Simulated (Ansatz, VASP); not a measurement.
**PN in VASP and in Ansatz**

```xyz
4
Lattice="3.0433 0.0000 0.0000 -1.5217 2.6356 0.0000 0.0000 0.0000 8.0959" Properties=species:S:1:pos:R:3 pbc="T T T"
P     0.0000    1.7571    2.0240
P     1.5217    0.8785    6.0719
N     0.0000    1.7571    6.0719
N     1.5217    0.8785    2.0240
```

Alike in both runs: task relaxation of cell and atoms; functional PBE; k mesh 6 × 6 × 2; occupations gaussian, width 0.1 eV; no spin polarisation.

|  | VASP | Ansatz |
| --- | --- | --- |
| version | VASP 6.6.1 | Ansatz 0.2.0 |
| potentials or method | VASP PAW PBE potentials, release 64 (P, N_h), cutoff 910 eV | scalar-relativistic, plane waves, PAW |
| valence electrons in the cell | 20 | 20 |

|  | VASP | Ansatz | Ansatz less VASP |
| --- | --- | --- | --- |
| gap on the k mesh at the Fermi level, each at its own relaxed structure (eV) | none | none | - |
| relaxed volume (Å³/atom) | 17.29 | 16.86 | -0.433 |
| relaxed cell length with the largest relative difference (Å) | 8.028 | 7.720 | -0.3075 |

A gap of «none» marks a metal or a gap that the smearing closes.

The k mesh is coarse, so the values compare programs but aren't converged. Noted on VASP's run: the cutoff is short for stress, so the pressure is rough.
